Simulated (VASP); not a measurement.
# Ag (Fm-3m) in VASP: further runs

The runs below take Ag through single point, with PBE.

Program: VASP 6.6.1. These are calculated values, not measurements. Logs are shortened: lines on timing, memory, paths and dates and some standing lists are left out, and cuts for length are marked.

## 1. The cell of the first run

The structure is cubic, space group Fm-3m (No. 225). Conventional cell: a = 4.051 Å, b = 4.051 Å, c = 4.051 Å, α = 90.00°, β = 90.00°, γ = 90.00°. Within 3.8 Å of Ag (site symmetry m-3m) lie 12 Ag at 2.86 Å.

## 2. Single point, PBE

The input, INCAR:

```
SYSTEM = Ag
PREC     = Accurate       ! precision mode
ENCUT    = 520            ! plane-wave cutoff, eV
EDIFF    = 1E-6           ! SCF threshold, eV
ISMEAR   = -1             ! smearing method
SIGMA    = 0.1            ! smearing width, eV
LREAL    = .False.        ! projectors in reciprocal space
LASPH    = .True.         ! aspherical terms in the spheres
NELM     = 100            ! most SCF steps
ALGO     = Normal         ! electronic algorithm
ISIF     = 2              ! what is computed and relaxed
LWAVE    = .False.        ! write WAVECAR
LCHARG   = .True.         ! write CHGCAR
GGA      = PE             ! functional
LELF     = .True.         ! ELF
LVHAR    = .True.       
NBANDS   = 12             ! bands
```

The input, KPOINTS:

```
Automatic mesh
0
Gamma
  11 11 11
  0 0 0
```

The input, POSCAR:

```
Ag
1.0
    0.0000000000      2.0255832220      2.0255832220
    2.0255832220      0.0000000000      2.0255832220
    2.0255832220      2.0255832220      0.0000000000
Ag
1
Direct
    0.0000000000      0.0000000000      0.0000000000
```

Potentials or basis: VASP PAW PBE potentials, release 64 (Ag).

The run is started by

```bash
> cat potpaw_PBE.64/Ag/POTCAR > POTCAR
> mpirun -np 1 vasp_std > vasp.out
```

OUTCAR:

```text
SYSTEM = Ag
   PREC = Accurate
   ENCUT = 520
   EDIFF = 1E-6
   ISMEAR = -1
   LREAL = .False.
   LASPH = .True.
   NELM = 100
   ISIF = 2
   GGA = PE

 ion  position               nearest neighbor table
   1  0.000  0.000  0.000-

  LATTYP: Found a face centered cubic cell.
 ALAT       =     4.0511664440

  Lattice vectors:

 A1 = (   0.0000000000,   2.0255832220,   2.0255832220)
 A2 = (   2.0255832220,   0.0000000000,   2.0255832220)
 A3 = (   2.0255832220,   2.0255832220,   0.0000000000)

Analysis of symmetry for initial positions (statically):
=====================================================================
 Subroutine PRICEL returns:
 Original cell was already a primitive cell.

 Routine SETGRP: Setting up the symmetry group for a
 face centered cubic supercell.

 Subroutine GETGRP returns: Found 48 space group operations
[... 9 lines left out ...]

 Routine SETGRP: Setting up the symmetry group for a
 face centered cubic supercell.

 Subroutine GETGRP returns: Found 48 space group operations
[... 11 lines left out ...]
                                     Primitive cell

  volume of cell :      16.6219

  direct lattice vectors                    reciprocal lattice vectors
     0.000000000  2.025583222  2.025583222    -0.246842487  0.246842487  0.246842487
     2.025583222  0.000000000  2.025583222     0.246842487 -0.246842487  0.246842487
     2.025583222  2.025583222  0.000000000     0.246842487  0.246842487 -0.246842487

  length of vectors
     2.864607264  2.864607264  2.864607264     0.427543729  0.427543729  0.427543729

  position of ions in fractional coordinates (direct lattice)
     0.000000000  0.000000000  0.000000000

  ion indices of the primitive-cell ions
   primitive index   ion index
                 1           1

----------------------------------------------------------------------------------------

 KPOINTS: Automatic mesh

Automatic generation of k-mesh.
 Grid dimensions read from file:
 generate k-points for:   11   11   11

 Generating k-lattice:

  Cartesian coordinates                     Fractional coordinates (reciprocal lattice)
    -0.022440226  0.022440226  0.022440226     0.090909091  0.000000000  0.000000000
     0.022440226 -0.022440226  0.022440226     0.000000000  0.090909091  0.000000000
     0.022440226  0.022440226 -0.022440226     0.000000000  0.000000000  0.090909091

  Length of vectors
     0.038867612  0.038867612  0.038867612

  Shift w.r.t. Gamma in fractional coordinates (k-lattice)
     0.000000000  0.000000000  0.000000000

 Subroutine IBZKPT returns following result:
 ===========================================

 Found     56 irreducible k-points:

 Following reciprocal coordinates:
            Coordinates               Weight
  0.000000  0.000000  0.000000      1.000000
  0.090909  0.000000  0.000000      8.000000
  0.181818  0.000000  0.000000      8.000000
  0.272727  0.000000  0.000000      8.000000
  0.363636  0.000000  0.000000      8.000000
  0.454545  0.000000  0.000000      8.000000
[... 16 lines left out ...]
 -0.272727  0.181818  0.000000     24.000000
 -0.181818  0.181818  0.000000     12.000000
 [... further k-points ...]
   k-points           NKPTS =     56   k-points in BZ     NKDIM =     56   number of bands    NBANDS=     12
   number of dos      NEDOS =    301   number of ions     NIONS =      1
   total plane-waves  NPLWV =  13824
   dimension x,y,z NGX =    24 NGY =   24 NGZ =   24
   dimension x,y,z NGXF=    48 NGYF=   48 NGZF=   48
   ions per type =               1
   NGX,Y,Z   is equivalent  to a cutoff of  13.93, 13.93, 13.93 a.u.
   NGXF,Y,Z  is equivalent  to a cutoff of  27.86, 27.86, 27.86 a.u.
 SYSTEM =  Ag
   PREC   = accura    normal or accurate (medium, high low for compatibility)
   ISTART =      0    job   : 0-new  1-cont  2-samecut
   ICHARG =      2    charge: 1-file 2-atom 10-const
   ISPIN  =      1    spin polarized calculation?
   LNONCOLLINEAR =      F non collinear calculations
   LSORBIT =      F    spin-orbit coupling
   LASPH  =      T    aspherical Exc in radial PAW
   ENCUT  =  520.0 eV  38.22 Ry    6.18 a.u.   5.33  5.33  5.33*2*pi/ulx,y,z
   NELM   =    100;   NELMIN=  2; NELMDL= -5     # of ELM steps
   EDIFF  = 0.1E-05   stopping-criterion for ELM
   LREAL  =      F    real-space projection
   EDIFFG = 0.1E-04   stopping-criterion for IOM
   NSW    =      0    number of steps for IOM
   IBRION =     -1    ionic relax: 0-MD 1-quasi-New 2-CG
   NFREE  =      0    steps in history (QN), initial steepest desc. (CG)
   ISIF   =      2    stress and relaxation
   ISYM   =      2    0-nonsym 1-usesym 2-fastsym
   POTIM  = 0.5000    time-step for ionic-motion
   TEBEG  =    0.0;   TEEND  =   0.0 temperature during run
   PSTRESS=    0.0 pullay stress
   NELECT =      11.0000    total number of electrons
   NUPDOWN=      -1.0000    fix difference up-down
   EMIN   =  10.00;   EMAX   =-10.00  energy-range for DOS
   EFERMI =   0.00;   METHOD = LEGACY
   ISMEAR =    -1;   SIGMA  =   0.10  broadening in eV -4-tet -1-fermi 0-gaus
   EFERMI_NEDOS =   21; number of points for ismear=-14 and -15
   IALGO  =     38    algorithm
   IMIX   =      4    mixing-type and parameters
     AMIX     =   0.40;   BMIX     =  1.00
     AMIX_MAG =   1.60;   BMIX_MAG =  1.00
  volume/ion in A,a.u.               =      16.62       112.17
  Fermi-wavevector in a.u.,A,eV,Ry     =   1.426633  2.695946 27.691694  2.035282
  Thomas-Fermi vector in A             =   2.546889
   LORBIT       =      0    0 simple, 1 ext, 2 COOP (PROOUT), +10 PAW based schemes
   GGA     = PE    functional components
   LHFCALC =     F    Hartree Fock is set to
   AEXX    =    0.0000 exact exchange contribution
   IVDW    =     0    specifies the selected vdW correction
   LEPSILON=     F    determine dielectric tensor
   LRPA    =     F    only Hartree local field effects (RPA)
 non-spin polarized calculation
  energy-cutoff  :      520.00
  volume of cell :       16.62
 maximum number of plane-waves:       459
 NGX is ok and might be reduce to    24
   NGX = 11   NGY = 11   NGZ = 11

 number of electron      11.0000001 magnetization

 Free energy of the ion-electron system (eV)
  ---------------------------------------------------
  ext. energy  EPLUGINS =         0.00000000
  ---------------------------------------------------
  free energy    TOTEN  =        -2.69835889 eV

  energy without entropy =       -2.68973715  energy(sigma->0) =       -2.69404802

 E-fermi :   8.9944     XC(G=0): -12.3637

 val. band max:        8.9655960235   @ k =  -0.4545   0.0909   0.0000
 cond. band min:       9.0845236137   @ k =   0.4545   0.3636   0.0000
 fundamental gap:      0.1189275902
 Fermi energy:         8.9943818143

 k-point     1 :       0.0000    0.0000    0.0000
  band No.  band energies     occupation
      1       0.8317      2.00000
      2       3.8828      2.00000
      3       3.8828      2.00000
      4       3.8828      2.00000
      5       4.9639      2.00000
      6       4.9639      2.00000
      7      24.8664      0.00000
      8      28.5961      0.00000
      9      28.5961      0.00000
     10      28.5961      0.00000
     11      33.4680      0.00000
     12      34.7785      0.00000

 k-point     2 :       0.0909    0.0000    0.0000
  band No.  band energies     occupation
      1       1.0922      2.00000
      2       3.8248      2.00000
      3       3.9541      2.00000
      4       3.9541      2.00000
      5       4.9384      2.00000
      6       4.9384      2.00000
      7      24.8640      0.00000
      8      26.7923      0.00000
      9      28.7198      0.00000
     10      28.7198      0.00000
     11      33.1533      0.00000
     12      34.4009      0.00000

 k-point     3 :       0.1818    0.0000    0.0000
  band No.  band energies     occupation
      1       1.7694      2.00000
      2       3.7859      2.00000
      3       4.0816      2.00000
      4       4.0816      2.00000
      5       4.9473      2.00000
      6       4.9473      2.00000
      7      22.7398      0.00000
      8      25.7725      0.00000
      9      28.9107      0.00000
     10      28.9107      0.00000
     11      31.8896      0.00000
     12      33.2335      0.00000

 k-point     4 :       0.2727    0.0000    0.0000
  band No.  band energies     occupation
      1       2.3119      2.00000
      2       4.0727      2.00000
      3       4.0727      2.00000
      4       4.3766      2.00000
      5       5.1687      2.00000
      6       5.1687      2.00000
      7      19.2408      0.00000
      8      25.3366      0.00000
      9      28.6234      0.00000
     10      28.6234      0.00000
     11      32.1922      0.00000
     12      32.1998      0.00000

 k-point     5 :       0.3636    0.0000    0.0000
  band No.  band energies     occupation
      1       2.3246      2.00000
      2       3.9575      2.00000
      3       3.9575      2.00000
      4       5.5164      2.00000
      5       5.5164      2.00000
      6       5.9964      2.00000
      7      15.8223      0.00000
      8      24.6239      0.00000
      9      27.7233      0.00000
     10      27.7233      0.00000
     11      31.9558      0.00000
     12      31.9558      0.00000
[... 228 lines left out ...]
      1       2.6975      2.00000
      2       3.5633      2.00000
      3       4.3237      2.00000
      4       4.5715      2.00000
      5       5.7616      2.00000
      6      10.3726      0.00000
      7      12.8210      0.00000
      8      21.5873      0.00000
      9      24.5308      0.00000
     10      25.3401      0.00000
     11      34.1292      0.00000
     12      34.1567      0.00000

 k-point    22 :      -0.3636    0.1818    0.0000
  band No.  band energies     occupation
      1       2.8117      2.00000
      2       3.6184      2.00000
      3       4.3086      2.00000
      4       4.5302      2.00000
      5       5.4413      2.00000
      6       9.2286      0.17537
      7      14.4144      0.00000
      8      20.9386      0.00000
      9      25.5362      0.00000
     10      25.9597      0.00000
     11      32.9794      0.00000
     12      33.9105      0.00000

 k-point    23 :      -0.2727    0.1818    0.0000
  band No.  band energies     occupation
      1       2.9972      2.00000
      2       3.6961      2.00000
      3       4.1363      2.00000
      4       4.3876      2.00000
      5       4.9807      2.00000
      6       7.4263      2.00000
      7      17.6218      0.00000
      8      20.8178      0.00000
      9      26.3006      0.00000
     10      27.9912      0.00000
     11      31.1748      0.00000
     12      33.8784      0.00000

 k-point    24 :      -0.1818    0.1818    0.0000
  band No.  band energies     occupation
      1       2.9087      2.00000
      2       3.4612      2.00000
      3       4.1009      2.00000
      4       4.5226      2.00000
      5       4.5545      2.00000
      6       6.1437      2.00000
      7      20.9139      0.00000
      8      21.3448      0.00000
      9      27.6086      0.00000
     10      29.3972      0.00000
     11      30.2496      0.00000
     12      33.8508      0.00000

 [... further k-points ...]

------------------------ aborting loop because EDIFF is reached ----------------------------------------

  FORCE on cell =-STRESS in cart. coord.  units (eV):
  Direction    XX          YY          ZZ          XY          YZ          ZX
  --------------------------------------------------------------------------------------
  -------------------------------------------------------------------------------------
  Total        0.7795612      0.7795612      0.7795612      0.0000000      0.0000000      0.0000000
  in kB       75.1416192     75.1416192     75.1416192      0.0000000      0.0000000      0.0000000
  external PRESSURE =      75.1416192 kB  Pullay stress =       0.0000000 kB

 VOLUME and BASIS-vectors are now :
 -----------------------------------------------------------------------------
  energy-cutoff  :      520.00
  volume of cell :       16.62
      direct lattice vectors                 reciprocal lattice vectors
     0.000000000  2.025583222  2.025583222    -0.246842487  0.246842487  0.246842487
     2.025583222  0.000000000  2.025583222     0.246842487 -0.246842487  0.246842487
     2.025583222  2.025583222  0.000000000     0.246842487  0.246842487 -0.246842487

 POSITION                                       TOTAL-FORCE (eV/Angst)
 -----------------------------------------------------------------------------------
      0.00000      0.00000      0.00000         0.000000      0.000000      0.000000
 -----------------------------------------------------------------------------------
    total drift:                               -0.000000      0.000000     -0.000000

  FREE ENERGIE OF THE ION-ELECTRON SYSTEM (eV)
  ---------------------------------------------------
  free  energy   TOTEN  =        -2.6983588932 eV

  energy  without entropy=       -2.6897371501  energy(sigma->0) =       -2.69404802
```

It took 6.2 s on 1 thread of Intel Xeon 6975P-C (Granite Rapids), shared host; peak memory 0.14 GiB.

Results:

```
Free energy : -2.6984 eV
Pressure    : 7.5 GPa
```

## 3. Single point, PBE

This run uses another cell than the first one, of 17.05 Å³/atom, 1.026 times its volume.

The input, INCAR:

```
SYSTEM = Ag
PREC = Accurate
ENCUT = 520
EDIFF = 1E-6
ISMEAR = -1
SIGMA = 0.1
LREAL = .False.
LASPH = .True.
NELM = 60
ALGO = Normal
ISIF = 2
LWAVE = .False.
LCHARG = .False.
GGA = PE
NBANDS = 12
```

KPOINTS is that of step 2.

The input, POSCAR:

```
Ag
1.0
    0.0000000000      2.0427500000      2.0427500000
    2.0427500000      0.0000000000      2.0427500000
    2.0427500000      2.0427500000      0.0000000000
Ag
1
Direct
    0.0000000000      0.0000000000      0.0000000000
```

Potentials or basis: VASP PAW PBE potentials, release 64 (Ag).

The run is started by

```bash
> cat potpaw_PBE.64/Ag/POTCAR > POTCAR
> mpirun -np 1 vasp_std > vasp.out
```

Run time: 6 s. Hardware: 1 thread of Intel Xeon 6975P-C (Granite Rapids), shared host; peak memory 0.14 GiB.

Results (log left out):

```yaml
Free_energy: -2.7143 eV
Pressure: 4.4 GPa
```

Levels at points of the mesh, in eV from the Fermi level:
```csv
k point,band 4,band 5,band 6,band 7,band 8,band 9
"(0.00, 0.00, 0.00)",-5.02,-3.99,-3.99,15.81,19.39,19.39
```

(Part 1 of 2 ends here.)
